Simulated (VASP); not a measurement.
## Sb: density of states with LDA

Crystal: Sb.

```
Sb
1.0
     2.53728    0.00000    0.00000
    -1.26864    2.19735    0.00000
     0.00000    0.00000    3.96053
Sb
2
Direct
  0.33333 0.66667 0.25000
  0.66667 0.33333 0.75000
```

This cell differs from its parent crystal: volume scaled by 0.43.

```
Program                 : VASP 6.6.1
Task                    : density of states
Functional              : LDA
Potentials or basis     : VASP PAW LDA potentials, release 64 (Sb)
Cutoff                  : 520 eV
k mesh                  : 14 × 14 × 8
Occupations             : fermi-dirac, width 0.05 eV
Spin                    : no spin polarisation
Dipole correction       : no
k mesh for the DOS      : 21 × 21 × 12
Occupations for the DOS : tetrahedron
Further INCAR settings  : ALGO = Normal; EDIFF = 1e-06
```

| Quantity | Value |
| --- | --- |
| Valence electrons inside the program's atomic spheres | Sb 3.55 |

Levels at points of the mesh, in eV from the Fermi level:
```csv
k point,band 2,band 3,band 4,band 5,band 6,band 7,band 8,band 9
"(0.00, 0.00, 0.00)",-14.14,-11.85,6.66,7.37,7.37,8.78,9.51,9.51
"(0.00, 0.00, 0.50)",-21.71,0.39,0.39,6.99,6.99,9.21,9.21,9.21
```

Run time: 43 s on 1 thread of Intel Xeon 6975P-C, on a shared host, peak memory 0.18 GiB.

Caveat: spin-orbit coupling is left out, which moves the levels of the heavy elements.
